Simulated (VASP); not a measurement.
# InP (I-4m2) in VASP: further runs

The runs below take InP through single point, with r2SCAN.

Program: VASP 6.6.1. These are calculated values, not measurements. Logs are shortened: lines on timing, memory, paths and dates and some standing lists are left out, and cuts for length are marked.

### 1 The cell of the first run

Symmetry: I-4m2, No. 119, tetragonal system. Conventional cell: a = 3.523 Å, b = 3.523 Å, c = 5.861 Å, α = 90.00°, β = 90.00°, γ = 90.00°. Within 3.0 Å of In (site symmetry -4m2) lie 4 P at 2.29 Å. P (site symmetry -4m2) has 4 In at 2.29 Å within 3.0 Å.

### 2 Single point, r2SCAN (strain -0.1500 x Voigt [1, 1, 0, 0, 0, 0])

Input file POSCAR:

```
InP
1.0
    0.0000000000      2.4909250000      2.9305000000
    2.4909250000      0.0000000000      2.9305000000
    2.4909250000      2.4909250000      0.0000000000
In P
1 1
Direct
    0.0000000000      0.0000000000      0.0000000000
    0.7500000000      0.7500000000      0.7500000000
```

Input file INCAR.step1:

```
  ALGO = Normal
  EDIFF = 1E-4
  ENCUT = 520
  GGA = PE
  ISMEAR = 0
  LASPH = T
  LCHARG = F
  LREAL = F
  LWAVE = T
  NBANDS = 16
  NELM = 80
  PREC = Accurate
  SIGMA = 0.05
```

Input file INCAR.step2:

```
  ALGO = Normal
  EDIFF = 1E-6
  ENCUT = 520
  ISIF = 2
  ISMEAR = 0
  ISTART = 1
  LASPH = T
  LCHARG = F
  LMIXTAU = T
  LREAL = F
  LWAVE = F
  METAGGA = R2SCAN
  NBANDS = 16
  NELM = 80
  PREC = Accurate
  SIGMA = 0.05
```

Input file KPOINTS:

```
k-points
0
Gamma
  8 8 8
```

Potentials or basis: VASP PAW PBE potentials, release 64 (In_d, P).

The run is started by

```
> cat potpaw_PBE.64/In_d/POTCAR potpaw_PBE.64/P/POTCAR > POTCAR
> cp INCAR.step1 INCAR
> mpirun -np 1 vasp_std > vasp.out
> cp INCAR.step2 INCAR
> mpirun -np 1 vasp_std > vasp.out
```

OUTCAR:

```text
EDIFF = 1E-6
   ENCUT = 520
   ISIF = 2
   ISMEAR = 0
   ISTART = 1
   LASPH = T
   LREAL = F
   METAGGA = R2SCAN
   NELM = 80
   PREC = Accurate

 ion  position               nearest neighbor table
   1  0.000  0.000  0.000-   2 2.29   2 2.29   2 2.29   2 2.29
   2  0.750  0.750  0.750-   1 2.29   1 2.29   1 2.29   1 2.29

  LATTYP: Found a body centered tetragonal cell.
 ALAT       =     3.5226999179
 C/A-ratio  =     1.6637806616

  Lattice vectors:

 A1 = (  -2.4909250000,   0.0000000000,   2.9305000000)
 A2 = (   2.4909250000,   0.0000000000,   2.9305000000)
 A3 = (   0.0000000000,   2.4909250000,  -2.9305000000)

Analysis of symmetry for initial positions (statically):
=====================================================================
 Subroutine PRICEL returns:
 Original cell was already a primitive cell.

 Routine SETGRP: Setting up the symmetry group for a
 body centered tetragonal supercell.

 Subroutine GETGRP returns: Found  8 space group operations
 (whereof  8 operations were pure point group operations)
 out of a pool of 16 trial point group operations.

The static configuration has the point symmetry D_2d.

Analysis of symmetry for dynamics (positions and initial velocities):
=====================================================================
 Subroutine PRICEL returns:
 Original cell was already a primitive cell.

 Routine SETGRP: Setting up the symmetry group for a
 body centered tetragonal supercell.

 Subroutine GETGRP returns: Found  8 space group operations
 (whereof  8 operations were pure point group operations)
 out of a pool of 16 trial point group operations.

The dynamic configuration has the point symmetry D_2d.

 Subroutine INISYM returns: Found  8 space group operations
 (whereof  8 operations are pure point group operations),
 and found     1 'primitive' translations

----------------------------------------------------------------------------------------

                                     Primitive cell

  volume of cell :      36.3658

  direct lattice vectors                    reciprocal lattice vectors
     0.000000000  2.490925000  2.930500000    -0.200728645  0.200728645  0.170619348
     2.490925000  0.000000000  2.930500000     0.200728645 -0.200728645  0.170619348
     2.490925000  2.490925000  0.000000000     0.200728645  0.200728645 -0.170619348

  length of vectors
     3.846106812  3.846106812  3.522699918     0.331202264  0.331202264  0.331202264

  position of ions in fractional coordinates (direct lattice)
     0.000000000  0.000000000  0.000000000
     0.750000000  0.750000000  0.750000000

  ion indices of the primitive-cell ions
   primitive index   ion index
                 1           1
                 2           2

----------------------------------------------------------------------------------------

 KPOINTS: k-points

Automatic generation of k-mesh.
 Grid dimensions read from file:
 generate k-points for:    8    8    8

 Generating k-lattice:

  Cartesian coordinates                     Fractional coordinates (reciprocal lattice)
    -0.025091081  0.025091081  0.021327419     0.125000000 -0.000000000  0.000000000
     0.025091081 -0.025091081  0.021327419    -0.000000000  0.125000000  0.000000000
     0.025091081  0.025091081 -0.021327419     0.000000000  0.000000000  0.125000000

  Length of vectors
     0.041400283  0.041400283  0.041400283

  Shift w.r.t. Gamma in fractional coordinates (k-lattice)
     0.000000000  0.000000000  0.000000000

 Subroutine IBZKPT returns following result:
 ===========================================

 Found     59 irreducible k-points:

 Following reciprocal coordinates:
            Coordinates               Weight
  0.000000  0.000000  0.000000      1.000000
  0.125000 -0.000000  0.000000      8.000000
  0.250000 -0.000000  0.000000      8.000000
  0.375000  0.000000  0.000000      8.000000
  0.500000 -0.000000  0.000000      4.000000
  0.125000  0.125000  0.000000      2.000000
[... 16 lines left out ...]
  0.250000 -0.000000  0.125000     16.000000
  0.375000  0.000000  0.125000     16.000000
 [... further k-points ...]
   k-points           NKPTS =     59   k-points in BZ     NKDIM =     59   number of bands    NBANDS=     16
   number of dos      NEDOS =    301   number of ions     NIONS =      2
   total plane-waves  NPLWV =  25200
   dimension x,y,z NGX =    30 NGY =   30 NGZ =   28
   dimension x,y,z NGXF=    60 NGYF=   60 NGZF=   56
   ions per type =               1   1
   NGX,Y,Z   is equivalent  to a cutoff of  12.97, 12.97, 13.21 a.u.
   NGXF,Y,Z  is equivalent  to a cutoff of  25.93, 25.93, 26.43 a.u.
 SYSTEM =  unknown system
   PREC   = accura    normal or accurate (medium, high low for compatibility)
   ISTART =      1    job   : 0-new  1-cont  2-samecut
   ICHARG =      0    charge: 1-file 2-atom 10-const
   ISPIN  =      1    spin polarized calculation?
   LNONCOLLINEAR =      F non collinear calculations
   LSORBIT =      F    spin-orbit coupling
   LASPH  =      T    aspherical Exc in radial PAW
   ENCUT  =  520.0 eV  38.22 Ry    6.18 a.u.   7.15  7.15  6.55*2*pi/ulx,y,z
   NELM   =     80;   NELMIN=  2; NELMDL=  0     # of ELM steps
   EDIFF  = 0.1E-05   stopping-criterion for ELM
   LREAL  =      F    real-space projection
   EDIFFG = 0.1E-04   stopping-criterion for IOM
   NSW    =      0    number of steps for IOM
   IBRION =     -1    ionic relax: 0-MD 1-quasi-New 2-CG
   NFREE  =      0    steps in history (QN), initial steepest desc. (CG)
   ISIF   =      2    stress and relaxation
   ISYM   =      2    0-nonsym 1-usesym 2-fastsym
   POTIM  = 0.5000    time-step for ionic-motion
   TEBEG  =    0.0;   TEEND  =   0.0 temperature during run
   PSTRESS=    0.0 pullay stress
   NELECT =      18.0000    total number of electrons
   NUPDOWN=      -1.0000    fix difference up-down
   EMIN   =  10.00;   EMAX   =-10.00  energy-range for DOS
   EFERMI =   0.00;   METHOD = LEGACY
   ISMEAR =     0;   SIGMA  =   0.05  broadening in eV -4-tet -1-fermi 0-gaus
   EFERMI_NEDOS =   21; number of points for ismear=-14 and -15
   IALGO  =     38    algorithm
   IMIX   =      4    mixing-type and parameters
     AMIX     =   0.40;   BMIX     =  1.00
     AMIX_MAG =   1.60;   BMIX_MAG =  1.00
  volume/ion in A,a.u.               =      18.18       122.70
  Fermi-wavevector in a.u.,A,eV,Ry     =   1.294995  2.447185 22.817124  1.677011
  Thomas-Fermi vector in A             =   2.426542
   LORBIT       =      0    0 simple, 1 ext, 2 COOP (PROOUT), +10 PAW based schemes
   METAGGA = R2SCAN    functional components
   LHFCALC =     F    Hartree Fock is set to
   AEXX    =    0.0000 exact exchange contribution
   IVDW    =     0    specifies the selected vdW correction
   LEPSILON=     F    determine dielectric tensor
   LRPA    =     F    only Hartree local field effects (RPA)
 non-spin polarized calculation
 Gauss-broadening in eV      SIGMA  =   0.05
  energy-cutoff  :      520.00
  volume of cell :       36.37
 maximum number of plane-waves:       996
 NGX is ok and might be reduce to    30
   NGX = 15   NGY = 15   NGZ = 13

 number of electron      18.0000001 magnetization

 Free energy of the ion-electron system (eV)
  ---------------------------------------------------
  ext. energy  EPLUGINS =         0.00000000
  ---------------------------------------------------
  free energy    TOTEN  =       -30.49107198 eV

  energy without entropy =      -30.49107198  energy(sigma->0) =      -30.49107198

 E-fermi :  10.0466     XC(G=0): -11.5379

 val. band max:        9.7774543473   @ k =   0.0000   0.0000   0.0000
 cond. band min:      10.2831273051   @ k =   0.5000   0.0000   0.5000
 fundamental gap:      0.5056729578
 Fermi energy:        10.0465628884

 k-point     1 :       0.0000    0.0000    0.0000
  band No.  band energies     occupation
      1      -6.5796      2.00000
      2      -6.4523      2.00000
      3      -6.4523      2.00000
      4      -6.2028      2.00000
      5      -6.0423      2.00000
      6      -5.3782      2.00000
[... 8 lines left out ...]
     15      19.5969      0.00000
     16      20.5331      0.00000

 k-point     2 :       0.1250   -0.0000    0.0000
  band No.  band energies     occupation
      1      -6.6148      2.00000
      2      -6.4968      2.00000
      3      -6.4334      2.00000
      4      -6.1653      2.00000
      5      -6.0509      2.00000
      6      -5.0647      2.00000
[... 8 lines left out ...]
     15      20.1157      0.00000
     16      20.4660      0.00000

 k-point     3 :       0.2500   -0.0000    0.0000
  band No.  band energies     occupation
      1      -6.7510      2.00000
      2      -6.4719      2.00000
      3      -6.3907      2.00000
      4      -6.1085      2.00000
      5      -6.0680      2.00000
      6      -4.2196      2.00000
[... 8 lines left out ...]
     15      19.1508      0.00000
     16      20.6006      0.00000

 k-point     4 :       0.3750    0.0000    0.0000
  band No.  band energies     occupation
      1      -6.8638      2.00000
      2      -6.4450      2.00000
      3      -6.3549      2.00000
      4      -6.0771      2.00000
      5      -6.0446      2.00000
      6      -3.0205      2.00000
[... 8 lines left out ...]
     15      19.7834      0.00000
     16      21.3142      0.00000

 k-point     5 :       0.5000   -0.0000    0.0000
  band No.  band energies     occupation
      1      -6.9058      2.00000
      2      -6.4375      2.00000
      3      -6.3431      2.00000
      4      -6.0775      2.00000
      5      -6.0138      2.00000
      6      -2.1900      2.00000
[... 8 lines left out ...]
     15      20.8249      0.00000
     16      21.6660      0.00000

 k-point     6 :       0.1250    0.1250    0.0000
  band No.  band energies     occupation
      1      -6.6873      2.00000
      2      -6.4181      2.00000
      3      -6.4181      2.00000
      4      -6.1628      2.00000
      5      -6.0344      2.00000
      6      -5.0737      2.00000
[... 8 lines left out ...]
     15      21.2767      0.00000
     16      21.3772      0.00000

 k-point     7 :       0.2500    0.1250    0.0000
  band No.  band energies     occupation
      1      -6.7657      2.00000
      2      -6.4160      2.00000
      3      -6.3761      2.00000
      4      -6.1407      2.00000
      5      -6.0354      2.00000
      6      -4.4820      2.00000
[... 8 lines left out ...]
     15      20.5506      0.00000
     16      22.0500      0.00000

 k-point     8 :       0.3750    0.1250    0.0000
  band No.  band energies     occupation
      1      -6.8428      2.00000
      2      -6.4253      2.00000
      3      -6.3365      2.00000
      4      -6.0951      2.00000
      5      -6.0483      2.00000
      6      -3.4211      2.00000
[... 8 lines left out ...]
     15      20.4489      0.00000
     16      21.1538      0.00000

 k-point     9 :       0.5000    0.1250    0.0000
  band No.  band energies     occupation
      1      -6.8953      2.00000
      2      -6.4266      2.00000
      3      -6.3210      2.00000
      4      -6.0676      2.00000
      5      -6.0459      2.00000
      6      -2.2533      2.00000
[... 8 lines left out ...]
     15      21.0164      0.00000
     16      21.4803      0.00000
[... 172 lines left out ...]
 k-point    19 :       0.5000    0.3750    0.0000
  band No.  band energies     occupation
      1      -6.9412      2.00000
      2      -6.2713      2.00000
      3      -6.2243      2.00000
      4      -6.1862      2.00000
      5      -6.0046      2.00000
      6      -2.0976      2.00000
[... 8 lines left out ...]
     15      21.9456      0.00000
     16      23.5429      0.00000

 k-point    20 :      -0.3750    0.3750    0.0000
  band No.  band energies     occupation
      1      -6.9200      2.00000
      2      -6.3376      2.00000
      3      -6.2366      2.00000
      4      -6.1374      2.00000
      5      -6.0419      2.00000
      6      -1.4874      2.00000
[... 8 lines left out ...]
     15      21.1867      0.00000
     16      23.6110      0.00000

 k-point    21 :       0.5000    0.5000    0.0000
  band No.  band energies     occupation
      1      -6.9646      2.00000
      2      -6.2286      2.00000
      3      -6.2072      2.00000
      4      -6.2072      2.00000
      5      -5.9875      2.00000
      6      -1.9342      2.00000
[... 8 lines left out ...]
     15      22.0967      0.00000
     16      23.0209      0.00000

 k-point    22 :       0.1250    0.0000    0.1250
  band No.  band energies     occupation
      1      -6.6073      2.00000
      2      -6.5248      2.00000
      3      -6.4227      2.00000
      4      -6.1664      2.00000
      5      -6.0623      2.00000
      6      -4.9179      2.00000
[... 8 lines left out ...]
     15      18.8569      0.00000
     16      20.8274      0.00000

 k-point    23 :       0.2500   -0.0000    0.1250
  band No.  band energies     occupation
      1      -6.7390      2.00000
      2      -6.4635      2.00000
      3      -6.3840      2.00000
      4      -6.1440      2.00000
      5      -6.0697      2.00000
      6      -4.2333      2.00000
[... 8 lines left out ...]
     15      18.6407      0.00000
     16      21.8617      0.00000

 k-point    24 :       0.3750    0.0000    0.1250
  band No.  band energies     occupation
      1      -6.8499      2.00000
      2      -6.4227      2.00000
      3      -6.3455      2.00000
      4      -6.1282      2.00000
      5      -6.0428      2.00000
      6      -3.1333      2.00000
[... 8 lines left out ...]
     15      20.0702      0.00000
     16      22.1100      0.00000

 [... further k-points ...]

------------------------ aborting loop because EDIFF is reached ----------------------------------------

  FORCE on cell =-STRESS in cart. coord.  units (eV):
  Direction    XX          YY          ZZ          XY          YZ          ZX
  --------------------------------------------------------------------------------------
  -------------------------------------------------------------------------------------
  Total       11.4287252     11.4287252     10.2443043      0.0000000      0.0000000     -0.0000000
  in kB      503.5184046    503.5184046    451.3360558      0.0000000      0.0000000     -0.0000000
  external PRESSURE =     486.1242883 kB  Pullay stress =       0.0000000 kB

 VOLUME and BASIS-vectors are now :
 -----------------------------------------------------------------------------
  energy-cutoff  :      520.00
  volume of cell :       36.37
      direct lattice vectors                 reciprocal lattice vectors
     0.000000000  2.490925000  2.930500000    -0.200728645  0.200728645  0.170619348
     2.490925000  0.000000000  2.930500000     0.200728645 -0.200728645  0.170619348
     2.490925000  2.490925000  0.000000000     0.200728645  0.200728645 -0.170619348

 POSITION                                       TOTAL-FORCE (eV/Angst)
 -----------------------------------------------------------------------------------
      0.00000      0.00000      0.00000        -0.000000     -0.000000      0.000000
      3.73639      3.73639      4.39575         0.000000      0.000000     -0.000000
 -----------------------------------------------------------------------------------
    total drift:                               -0.000009     -0.000009     -0.000009

  FREE ENERGIE OF THE ION-ELECTRON SYSTEM (eV)
  ---------------------------------------------------
  free  energy   TOTEN  =       -30.4910719767 eV

  energy  without entropy=      -30.4910719767  energy(sigma->0) =      -30.49107198
```

Wall time 2.3 min (1 thread of Intel Xeon Platinum 8259CL at 2.50GHz (Skylake/Cascade Lake), shared host); peak memory 0.18 GiB.

Results:

```yaml
Free_energy: -30.4911 eV
Pressure: 48.6 GPa
Band_gap_on_the_k_mesh: 0.51 eV (least direct gap 2.40 eV)
```

Stress tensor (GPa, compression positive):
```
50.35  0.00  0.00
 0.00 50.35  0.00
 0.00  0.00 45.13
```

Levels at points of the mesh, in eV from the valence-band top:
```tsv
k point	band 7	band 8	band 9	band 10	band 11	band 12
(0.00, 0.00, 0.00)	-1.34	0.00	0.00	2.40	3.95	3.95
(0.50, 0.00, 0.00)	-8.51	-2.84	-1.15	1.33	4.75	5.47
(0.50, 0.50, 0.00)	-9.03	-3.26	-3.26	2.03	3.00	10.25
(0.50, 0.00, 0.50)	-7.49	-4.63	-4.41	0.51	1.29	9.78
```

Caveat: the cell differs from its parent crystal (strain -0.1500 x Voigt [1, 1, 0, 0, 0, 0]); the stress differs along the axes, from 45 to 50 GPa; semilocal functionals underestimate gaps, and a narrow one can read as zero; the PAW data sets were made with another functional, which shifts forces and pressure a little; spin-orbit coupling is left out, which moves the levels of the heavy elements.

### 3 Single point, r2SCAN (strain -0.1125 x Voigt [1, 1, 0, 0, 0, 0])

Input file POSCAR:

```
InP
1.0
    0.0000000000      2.6008187500      2.9305000000
    2.6008187500      0.0000000000      2.9305000000
    2.6008187500      2.6008187500      0.0000000000
In P
1 1
Direct
    0.0000000000      0.0000000000      0.0000000000
    0.7500000000      0.7500000000      0.7500000000
```

Input file INCAR.step1:

```
SYSTEM = InP
  PREC = Accurate
  ENCUT = 520
  ISMEAR = 0
  SIGMA = 0.05
  LREAL = .FALSE.
  LASPH = .TRUE.
  NELM = 80
  NBANDS = 16
  GGA = PE
  ALGO = Normal
  EDIFF = 1E-4
  LWAVE = .TRUE.
  LCHARG = .FALSE.
```

Input file INCAR.step2:

```
SYSTEM = InP
  PREC = Accurate
  ENCUT = 520
  EDIFF = 1E-7
  ISMEAR = 0
  SIGMA = 0.05
  LREAL = .FALSE.
  LASPH = .TRUE.
  NELM = 80
  ALGO = Normal
  ISIF = 2
  LWAVE = .FALSE.
  LCHARG = .TRUE.
  METAGGA = R2SCAN
  LMIXTAU = .TRUE.
  LELF = .TRUE.
  LVHAR = .TRUE.
  NBANDS = 16
  ISTART = 1
```

Input file KPOINTS:

```
Automatic mesh
0
G
  8 8 8
  0 0 0
```

Potentials or basis: VASP PAW PBE potentials, release 64 (In_d, P).

The run is started by

```
> cat potpaw_PBE.64/In_d/POTCAR potpaw_PBE.64/P/POTCAR > POTCAR
> cp INCAR.step1 INCAR
> mpirun -np 1 vasp_std > vasp.out
> cp INCAR.step2 INCAR
> mpirun -np 1 vasp_std > vasp.out
```

Run time: 2.7 min. Hardware: 1 thread of Intel Xeon Platinum 8259CL at 2.50GHz (Skylake/Cascade Lake), shared host; peak memory 0.19 GiB.

It converged, with:

| Item | Value |
| --- | --- |
| Free energy | -31.3292 eV |
| Pressure | 30.8 GPa |
| Band gap on the k mesh | 0.98 eV (least direct gap 2.16 eV) |

Stress tensor (GPa, compression positive):
```
32.37  0.00  0.00
 0.00 32.37  0.00
 0.00  0.00 27.72
```

Levels at points of the mesh, in eV from the valence-band top:
| k point | band 7 | band 8 | band 9 | band 10 | band 11 | band 12 |
| --- | --- | --- | --- | --- | --- | --- |
| (0.00, 0.00, 0.00) | -0.86 | 0.00 | 0.00 | 2.16 | 4.10 | 4.10 |
| (0.50, 0.00, 0.00) | -7.70 | -2.25 | -1.13 | 1.74 | 4.74 | 5.39 |
| (0.50, 0.50, 0.00) | -8.05 | -3.02 | -3.02 | 1.98 | 2.95 | 10.27 |
| (0.50, 0.00, 0.50) | -7.03 | -3.95 | -3.82 | 0.98 | 1.71 | 10.34 |

Caveat: the cell differs from its parent crystal (strain -0.1125 x Voigt [1, 1, 0, 0, 0, 0]); the cell stands under pressure; the PAW data sets were made with another functional, which shifts forces and pressure a little; spin-orbit coupling is left out, which moves the levels of the heavy elements. A k mesh can miss the band edges.

(Part 1 of 2 ends here.)
